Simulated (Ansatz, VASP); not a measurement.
# C in VASP and in Ansatz

File INCAR:

```
SYSTEM = C
ALGO     = Normal         ! electronic algorithm
EDIFF    = 1E-7           ! SCF threshold, eV
ENCUT    = 520            ! plane-wave cutoff, eV
GGA      = PE             ! functional
ISIF     = 2              ! what is computed and relaxed
ISMEAR   = 0              ! smearing method
LASPH    = .True.         ! aspherical terms in the spheres
LCHARG   = .False.        ! write CHGCAR
LREAL    = .False.        ! projectors in reciprocal space
LWAVE    = .False.        ! write WAVECAR
NBANDS   = 11             ! bands
NELM     = 100            ! most SCF steps
PREC     = Accurate       ! precision mode
SIGMA    = 0.05           ! smearing width, eV
```

Contents of KPOINTS:

```
k-points
0
Gamma
  12 12 12
  0 0 0
```

Contents of POSCAR:

```
C
1.0
    0.0000000000      1.7857375319      1.6785932800
    1.7857375319      0.0000000000      1.6785932800
    1.7857375319      1.7857375319      0.0000000000
C
2
Direct
    0.5000000000      0.5000000000      0.5000000000
    0.7500000000      0.7500000000      0.7500000000
```

Input for Ansatz:

```yaml
crystal:
  lattice:
    - [0.0, 1.7857375319, 1.67859328]
    - [1.7857375319, 0.0, 1.67859328]
    - [1.7857375319, 1.7857375319, 0.0]
  atoms:
    - { symbol: C, position: [0.5, 0.5, 0.5] }
    - { symbol: C, position: [0.75, 0.75, 0.75] }
basis:
  ecutwfc: 420
kpoints:
  mp_grid: { grid: [12, 12, 12] }
hamiltonian:
  xc: pbe
scf:
  occupations: { method: gaussian, width: 0.05 }
output:
  forces: true
  stress: true
  eigenvalues: true
```

Change from the starting cell: strain -0.0600 x Voigt [0, 0, 1, 0, 0, 0], atoms carried along.

Alike in both runs: task single point; functional PBE; k mesh 12 × 12 × 12; occupations gaussian, width 0.05 eV; no spin polarisation.

|  | VASP | Ansatz |
| --- | --- | --- |
| version | VASP 6.6.1 | Ansatz 0.2.0 |
| potentials or method | VASP PAW PBE potentials, release 64 (C), cutoff 520 eV | scalar-relativistic, plane waves, PAW |
| valence electrons in the cell | 8 | 8 |

Ansatz gave:

* gap on the k mesh at the Fermi level (eV): 2.71
* least direct gap on the mesh (eV): 4.67
* pressure (GPa): 30.1
* traceless stress, the component that is largest in VASP (GPa): 38.13

Task: Estimate VASP's values.

Result: gap on the k mesh at the Fermi level (eV): 2.70; least direct gap on the mesh (eV): 4.66; pressure (GPa): 31.0; traceless stress, the component that is largest in VASP (GPa): 38.08.

Both programs put the cell under a high pressure, so it lies far from rest at this level.
